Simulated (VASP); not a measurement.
# KF: single point with LDA

Crystal: KF.

```xyz
2
Lattice="0.0000 2.6090 2.6090 2.6090 0.0000 2.6090 2.6090 2.6090 0.0000" Properties=species:S:1:pos:R:3 pbc="T T T"
K     0.0000    0.0000    0.0000
F     2.6090    2.6090    2.6090
```

```json
{
  "Program": "VASP 6.6.1",
  "Task": "single point",
  "Functional": "LDA",
  "Potentials or basis": "VASP PAW LDA potentials, release 64 (K_sv, F)",
  "Cutoff": "520 eV",
  "k mesh": "8 × 8 × 8",
  "Occupations": "gaussian, width 0.05 eV",
  "Spin": "no spin polarisation",
  "Dipole correction": "no",
  "Further INCAR settings": "ALGO = Normal; EDIFF = 1e-06; NBANDS = 15"
}
```

* Pressure: -1.1 GPa
* Band gap on the k mesh: 6.17 eV, direct

Levels at points of the mesh, in eV from the valence-band top:
| k point | band 6 | band 7 | band 8 | band 9 | band 10 | band 11 |
| --- | --- | --- | --- | --- | --- | --- |
| (0.00, 0.00, 0.00) | 0.00 | 0.00 | 0.00 | 6.17 | 10.70 | 10.70 |
| (0.50, 0.00, 0.00) | -0.93 | -0.43 | -0.43 | 9.07 | 10.75 | 12.31 |
| (0.50, 0.50, 0.00) | -0.16 | -0.04 | -0.04 | 7.94 | 10.52 | 11.97 |

It took 13 s on 1 thread of Intel(R) Xeon(R) Platinum 8375C CPU @ 2.90GHz (Ice Lake) (shared host), peak memory 0.14 GiB.

A k mesh can miss the band edges. LDA gaps usually lie below the measured ones, often by a third to a half.
